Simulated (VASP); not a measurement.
A run of VASP 6.6.1 is set up as follows.

File INCAR:

```
ALGO     = Normal         # electronic algorithm
EDIFF    = 1E-6           # SCF threshold, eV
ENCUT    = 520            # plane-wave cutoff, eV
GGA      = PE             # functional
ISIF     = 2              # what is computed and relaxed
ISMEAR   = -1             # smearing method
LASPH    = T              # aspherical terms in the spheres
LCHARG   = F              # write CHGCAR
LREAL    = Auto         
LWAVE    = F              # write WAVECAR
NBANDS   = 70             # bands
NELM     = 80             # most SCF steps
PREC     = Accurate       # precision mode
SIGMA    = 0.02           # smearing width, eV
```

Contents of KPOINTS:

```
k-points
0
Gamma
  2 2 2
```

POSCAR

```
NaCl
1.0
    0.0000000000      5.6809180000      5.6809180000
    5.6809180000      0.0000000000      5.6809180000
    5.6809180000      5.6809180000      0.0000000000
Na Cl
8 8
Direct
   -0.0111791791      0.0073018128     -0.0014837391
   -0.0077400343     -0.0005580964      0.5138575315
    0.0048614502      0.5048547611     -0.0012454853
   -0.0061335157      0.5158414538      0.4998531927
    0.5161619126     -0.0073439715     -0.0005714745
    0.5042395437     -0.0003799562      0.5076974355
    0.5055812282      0.4971230882     -0.0031437701
    0.4991629874      0.4972699835      0.4891337984
    0.2467299299      0.2447865820      0.2547485283
    0.2450933986      0.2486931690      0.7612678972
    0.2400050485      0.7465870833      0.2585360324
    0.2408228740      0.7499441111      0.7506482227
    0.7570456923      0.2421591898      0.2599105461
    0.7436700371      0.2511690012      0.7604831649
    0.7588416168      0.7541365674      0.2326845767
    0.7616589431      0.7396243002      0.7421710716
```

Potentials or basis: VASP PAW PBE potentials, release 64 (Na_pv, Cl).

Run with:

```console
$ cat potpaw_PBE.64/Na_pv/POTCAR potpaw_PBE.64/Cl/POTCAR > POTCAR
$ mpirun -np 1 vasp_std > vasp.out
```

Question: What does it give for the pressure?

Answer: 0.4 GPa.

Question: Predict the band gap on the k mesh.

Answer: 4.94 eV.

Question: Predict the largest force.

Answer: 0.379 eV/Å.

Forces on the atoms (eV/Å):
```
Na  -0.036  0.182  0.123
Na  -0.104 -0.015  0.151
Na  -0.111  0.092 -0.115
Na  -0.336  0.064 -0.130
Na   0.122 -0.219 -0.169
Na  -0.018 -0.163 -0.087
Na   0.141 -0.031 -0.120
Na   0.162  0.069  0.000
Cl   0.054  0.107  0.097
Cl  -0.159  0.008  0.045
Cl  -0.141  0.005  0.240
Cl  -0.040  0.157  0.223
Cl   0.023 -0.185 -0.017
Cl  -0.099 -0.155  0.103
Cl   0.186  0.129 -0.229
Cl   0.358 -0.046 -0.115
```

Caveat: the k points lie up to 0.48 Å⁻¹ apart; the atoms stand as in a frame of molecular dynamics.
